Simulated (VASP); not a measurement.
# Ag (I4/mmm) in VASP: notebook

Runs on Ag. Level: PBE. Tasks: single point.

Program: VASP 6.6.1. These are calculated values, not measurements. Logs are shortened: lines on timing, memory, paths and dates and some standing lists are left out, and cuts for length are marked.

## Step 1: The cell of the first run

Symmetry: I4/mmm, No. 139, tetragonal system. The conventional cell has a = 3.021 Å, b = 3.021 Å, c = 3.967 Å, α = 90.00°, β = 90.00°, γ = 90.00°. Ag (site symmetry 4/mmm) has 12 Ag at 2.91 to 3.02 Å within 3.8 Å.

## Step 2: Single point, PBE (biaxial strain in the a-b plane: +3.0 %, then relaxed in part)

Input file INCAR:

```
SYSTEM = Ag
ALGO = Fast ; EDIFF = 1E-6
ENCUT = 520 ; GGA = PE
ISIF = 2 ; ISMEAR = 0
LASPH = .True. ; LCHARG = .False.
LREAL = .False. ; LWAVE = .False.
NBANDS = 18 ; NELM = 100
PREC = Accurate ; SIGMA = 0.1
```

Input file KPOINTS:

```
k-points
0
Gamma
  18 18 12
  0 0 0
```

Input file POSCAR:

```
Ag
1.0
    2.1359615863      2.1359615863      0.0000000000
   -2.1359615863      2.1359615863      0.0000000000
    0.0000000000      0.0000000000      3.9666636293
Ag
2
Direct
    0.0000000000      0.0000000000      0.0000000000
    0.5000000000      0.5000000000      0.5000000000
```

Potentials or basis: VASP PAW PBE potentials, release 64 (Ag).

The run is started by

```
> cat potpaw_PBE.64/Ag/POTCAR > POTCAR
> mpirun -np 1 vasp_std > vasp.out
```

OUTCAR:

```text
SYSTEM = Ag
   EDIFF = 1E-6
   ENCUT = 520
   GGA = PE
   ISIF = 2
   ISMEAR = 0
   LASPH = .True.
   LREAL = .False.
   NELM = 100
   PREC = Accurate

 ion  position               nearest neighbor table
   1  0.000  0.000  0.000-   2 2.91   2 2.91   2 2.91   2 2.91   2 2.91   2 2.91   2 2.91   2 2.91

   2  0.500  0.500  0.500-   1 2.91   1 2.91   1 2.91   1 2.91   1 2.91   1 2.91   1 2.91   1 2.91

  LATTYP: Found a simple tetragonal cell.
 ALAT       =     3.0207058441
 C/A-ratio  =     1.3131578625

  Lattice vectors:

 A1 = (   2.1359615863,   2.1359615863,   0.0000000000)
 A2 = (  -2.1359615863,   2.1359615863,   0.0000000000)
 A3 = (   0.0000000000,   0.0000000000,   3.9666636293)

Analysis of symmetry for initial positions (statically):
=====================================================================
 Subroutine PRICEL returns following result:

  LATTYP: Found a body centered tetragonal cell.
 ALAT       =     3.0207058441
 C/A-ratio  =     1.3131578625

  Lattice vectors:

 A1 = (   0.0000000000,  -2.1359615863,  -1.9833318147)
 A2 = (   0.0000000000,   2.1359615863,  -1.9833318146)
 A3 = (   2.1359615863,   0.0000000000,   1.9833318147)

   2 primitive cells build up your supercell.

 Routine SETGRP: Setting up the symmetry group for a
 simple tetragonal supercell.

 Subroutine GETGRP returns: Found 16 space group operations
 (whereof 16 operations were pure point group operations)
 out of a pool of 16 trial point group operations.

The static configuration has the point symmetry D_4h.

Analysis of symmetry for dynamics (positions and initial velocities):
=====================================================================
 Subroutine PRICEL returns following result:

  LATTYP: Found a body centered tetragonal cell.
 ALAT       =     3.0207058441
 C/A-ratio  =     1.3131578625

  Lattice vectors:

 A1 = (   0.0000000000,  -2.1359615863,  -1.9833318147)
 A2 = (   0.0000000000,   2.1359615863,  -1.9833318146)
 A3 = (   2.1359615863,   0.0000000000,   1.9833318147)

   2 primitive cells build up your supercell.

 Routine SETGRP: Setting up the symmetry group for a
 simple tetragonal supercell.

 Subroutine GETGRP returns: Found 16 space group operations
 (whereof 16 operations were pure point group operations)
 out of a pool of 16 trial point group operations.

The dynamic configuration has the point symmetry D_4h.

 Subroutine INISYM returns: Found 16 space group operations
 (whereof 16 operations are pure point group operations),
 and found     2 'primitive' translations
[... 85 lines left out ...]
   ISTART =      0    job   : 0-new  1-cont  2-samecut
   ICHARG =      2    charge: 1-file 2-atom 10-const
   ISPIN  =      1    spin polarized calculation?
   LNONCOLLINEAR =      F non collinear calculations
   LSORBIT =      F    spin-orbit coupling
   LASPH  =      T    aspherical Exc in radial PAW
   ENCUT  =  520.0 eV  38.22 Ry    6.18 a.u.   5.62  5.62  7.38*2*pi/ulx,y,z
   NELM   =    100;   NELMIN=  2; NELMDL= -5     # of ELM steps
   EDIFF  = 0.1E-05   stopping-criterion for ELM
   LREAL  =      F    real-space projection
[... 7 lines left out ...]
   TEBEG  =    0.0;   TEEND  =   0.0 temperature during run
   PSTRESS=    0.0 pullay stress
   NELECT =      22.0000    total number of electrons
   NUPDOWN=      -1.0000    fix difference up-down
   EMIN   =  10.00;   EMAX   =-10.00  energy-range for DOS
   EFERMI =   0.00;   METHOD = LEGACY
   ISMEAR =     0;   SIGMA  =   0.10  broadening in eV -4-tet -1-fermi 0-gaus
   EFERMI_NEDOS =   21; number of points for ismear=-14 and -15
   IALGO  =     68    algorithm
   IMIX   =      4    mixing-type and parameters
     AMIX     =   0.40;   BMIX     =  1.00
     AMIX_MAG =   1.60;   BMIX_MAG =  1.00
  volume/ion in A,a.u.               =      18.10       122.13
  Fermi-wavevector in a.u.,A,eV,Ry     =   1.386761  2.620598 26.165449  1.923106
  Thomas-Fermi vector in A             =   2.511046
   LORBIT       =      0    0 simple, 1 ext, 2 COOP (PROOUT), +10 PAW based schemes
   GGA     = PE    functional components
   LHFCALC =     F    Hartree Fock is set to
   AEXX    =    0.0000 exact exchange contribution
   IVDW    =     0    specifies the selected vdW correction
   LEPSILON=     F    determine dielectric tensor
   LRPA    =     F    only Hartree local field effects (RPA)
 non-spin polarized calculation
 RMM-DIIS sequential band-by-band and
 Gauss-broadening in eV      SIGMA  =   0.10
  energy-cutoff  :      520.00
  volume of cell :       36.19
 maximum number of plane-waves:      1007
 NGX is ok and might be reduce to    24
   NGX = 11   NGY = 11   NGZ = 15

 number of electron      21.9999993 magnetization

 Free energy of the ion-electron system (eV)
  ---------------------------------------------------
  ext. energy  EPLUGINS =         0.00000000
  ---------------------------------------------------
  free energy    TOTEN  =        -5.42522877 eV

  energy without entropy =       -5.42188694  energy(sigma->0) =       -5.42355785

 E-fermi :   7.6841     XC(G=0): -11.8572

 val. band max:        7.6836101782   @ k =   0.5000   0.1667   0.2500
 cond. band min:       7.6919954587   @ k =   0.3889   0.0000   0.4167
 fundamental gap:      0.0083852805
 Fermi energy:         7.6840746771

 k-point     1 :       0.0000    0.0000    0.0000
  band No.  band energies     occupation
      1       0.2900      2.00000
      2       1.5696      2.00000
      3       1.6848      2.00000
      4       2.9101      2.00000
      5       2.9101      2.00000
      6       3.3029      2.00000
[... 481 lines left out ...]
      5       3.1343      2.00000
      6       3.2370      2.00000
[... 10 lines left out ...]
     17      20.7610      0.00000
     18      23.6578      0.00000

 [... further k-points ...]

------------------------ aborting loop because EDIFF is reached ----------------------------------------

  FORCE on cell =-STRESS in cart. coord.  units (eV):
  Direction    XX          YY          ZZ          XY          YZ          ZX
  --------------------------------------------------------------------------------------
  -------------------------------------------------------------------------------------
  Total       -0.3912445     -0.3912445     -0.0038528      0.0000000      0.0000000     -0.0000000
  in kB      -17.3187508    -17.3187508     -0.1705453      0.0000000      0.0000000     -0.0000000
  external PRESSURE =     -11.6026823 kB  Pullay stress =       0.0000000 kB

 VOLUME and BASIS-vectors are now :
 -----------------------------------------------------------------------------
  energy-cutoff  :      520.00
  volume of cell :       36.19
      direct lattice vectors                 reciprocal lattice vectors
     2.135961586  2.135961586  0.000000000     0.234086607  0.234086607  0.000000000
    -2.135961586  2.135961586  0.000000000    -0.234086607  0.234086607  0.000000000
     0.000000000  0.000000000  3.966663629     0.000000000  0.000000000  0.252101033

 POSITION                                       TOTAL-FORCE (eV/Angst)
 -----------------------------------------------------------------------------------
      0.00000      0.00000      0.00000         0.000000     -0.000000     -0.000000
      0.00000      2.13596      1.98333        -0.000000      0.000000      0.000000
 -----------------------------------------------------------------------------------
    total drift:                               -0.000000      0.000000     -0.000000

  FREE ENERGIE OF THE ION-ELECTRON SYSTEM (eV)
  ---------------------------------------------------
  free  energy   TOTEN  =        -5.4252287676 eV

  energy  without entropy=       -5.4218869375  energy(sigma->0) =       -5.42355785
```

OSZICAR:

```text
N       E                     dE             d eps       ncg     rms          rms(c)
DAV:   1     0.125932988795E+03    0.12593E+03   -0.11324E+04 14020   0.118E+03
DAV:   2    -0.382070443304E+01   -0.12975E+03   -0.12331E+03 14436   0.265E+02
DAV:   3    -0.589132931883E+01   -0.20706E+01   -0.20633E+01 15780   0.377E+01
DAV:   4    -0.589868035080E+01   -0.73510E-02   -0.73504E-02 15154   0.222E+00
DAV:   5    -0.589875139457E+01   -0.71044E-04   -0.71044E-04 15136   0.228E-01    0.633E+00
RMM:   6    -0.544104837337E+01    0.45770E+00   -0.11000E+00 13874   0.850E+00    0.416E+00
RMM:   7    -0.542985721963E+01    0.11191E-01   -0.19473E-02 14429   0.139E+00    0.247E+00
RMM:   8    -0.542526313710E+01    0.45941E-02   -0.15979E-03 14428   0.349E-01    0.235E-01
RMM:   9    -0.542522115579E+01    0.41981E-04   -0.32057E-04 14979   0.144E-01    0.846E-02
RMM:  10    -0.542522666592E+01   -0.55101E-05   -0.39070E-05 14886   0.479E-02    0.334E-02
RMM:  11    -0.542522871945E+01   -0.20535E-05   -0.10247E-05 12969   0.206E-02    0.970E-03
RMM:  12    -0.542522876765E+01   -0.48200E-07   -0.82072E-07 10392   0.650E-03
   1 F= -.54252288E+01 E0= -.54235579E+01  d E =-.334183E-02
```

Run time: 2.8 min. Hardware: 1 thread of Intel Xeon 8259CL, shared host; peak memory 0.31 GiB.

Results:

```yaml
Free_energy: -5.4252 eV
Pressure: -1.2 GPa
Band_gap_on_the_k_mesh: zero (bands 11 and 12 overlap by 9.11 eV)
```

Stress tensor (GPa, compression positive):
```
-1.73  0.00  0.00
 0.00 -1.73  0.00
 0.00  0.00 -0.02
```

Caveat: the cell differs from its parent crystal (biaxial strain in the a-b plane: +3.0 %, then relaxed in part).

## Step 3: Single point, PBE (biaxial strain in the a-b plane: +4.5 %, then relaxed in part)

Input file INCAR:

```
PREC = Accurate
ENCUT = 520
EDIFF = 1E-6
ISMEAR = 0
SIGMA = 0.1
LREAL = F
LASPH = T
NELM = 80
ALGO = Fast
ISIF = 2
LWAVE = F
LCHARG = F
GGA = PE
NBANDS = 18
```

Input file KPOINTS:

```
Automatic mesh
0
Gamma
  18 18 12
```

Input file POSCAR:

```
Ag
1.0
    2.1670678230      2.1670678230      0.0000000000
   -2.1670678230      2.1670678230      0.0000000000
    0.0000000000      0.0000000000      3.8547305291
Ag
2
Direct
    0.0000000000      0.0000000000      0.0000000000
    0.5000000000      0.5000000000      0.5000000000
```

Potentials or basis: VASP PAW PBE potentials, release 64 (Ag).

The run is started by

```
> cat potpaw_PBE.64/Ag/POTCAR > POTCAR
> mpirun -np 1 vasp_std > vasp.out
```

It took 3 min on 1 thread of Intel Xeon 8259CL, shared host; peak memory 0.31 GiB.

The run converged. Its results:

```yaml
Free_energy: -5.4142 eV
Pressure: -1.0 GPa
Band_gap_on_the_k_mesh: zero (bands 11 and 12 overlap by 8.94 eV)
```

Stress tensor (GPa, compression positive):
```
-1.55  0.00  0.00
 0.00 -1.55  0.00
 0.00  0.00 -0.04
```

Levels at points of the mesh, in eV from the Fermi level:
```tsv
k point	band 9	band 10	band 11	band 12	band 13	band 14
(0.00, 0.00, 0.00)	-3.01	-2.79	-2.79	3.04	8.19	9.01
(0.50, 0.00, 0.00)	-3.81	-3.81	-1.08	-1.08	9.85	9.85
(0.50, 0.50, 0.00)	-2.65	-2.65	1.02	1.02	5.35	5.35
(0.00, 0.00, 0.50)	-3.56	-3.56	-3.19	-3.19	13.42	13.42
(0.50, 0.00, 0.50)	-2.84	-2.84	-0.25	-0.25	3.30	3.30
(0.50, 0.50, 0.50)	-3.05	-3.05	5.75	5.75	5.75	5.75
```

Caveat: the cell differs from its parent crystal (biaxial strain in the a-b plane: +4.5 %, then relaxed in part).
